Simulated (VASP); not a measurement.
Wanted: the native input for a VASP 6.6.1 run.

```yaml
Task: single point
Functional: PBE
Potentials_or_basis: VASP PAW PBE potentials, release 64 (Al, N)
Cutoff: 600 eV
k_mesh: 7 × 7 × 4
Occupations: gaussian, width 0.01 eV
Spin: no spin polarisation
Dipole_correction: no
Further_INCAR_settings: ALGO = Normal; EDIFF = 1e-06; NBANDS = 16
```

The structure of AlN lies in POSCAR:

```
AlN
1.0
    3.1130000000      0.0000000000      0.0000000000
   -1.5565000000      2.6959370820      0.0000000000
    0.0000000000      0.0000000000      4.9810000000
Al N
2 2
Direct
    0.3333333333      0.6666666667      0.0000000000
    0.6666666667      0.3333333333      0.5000000000
    0.3333333333      0.6666666667      0.3800000000
    0.6666666667      0.3333333333      0.8800000000
```

One way to write it, as run:

INCAR

```
ALGO = Normal
EDIFF = 1E-6
ENCUT = 600
GGA = PE
GGA_COMPAT = F
ISIF = 2
ISMEAR = 0
LASPH = T
LCHARG = F
LREAL = F
LWAVE = F
NBANDS = 16
NELM = 120
PREC = Accurate
SIGMA = 0.01
```

KPOINTS

```
k-points
0
Gamma
  7 7 4
```

Potentials or basis: VASP PAW PBE potentials, release 64 (Al, N).

Launch:

```console
$ cat potpaw_PBE.64/Al/POTCAR potpaw_PBE.64/N/POTCAR > POTCAR
$ mpirun -np 1 vasp_std > vasp.out
```

Results of the run:

The pressure is 3.3 GPa and the largest force is 0.129 eV/Å. The band gap on the k mesh is 4.22 eV.

Caveat: the cell stands under pressure.

It took 15 s on 1 thread of AMD EPYC 7R13 Processor (Zen 3), with other jobs on the host, peak memory 0.14 GiB.
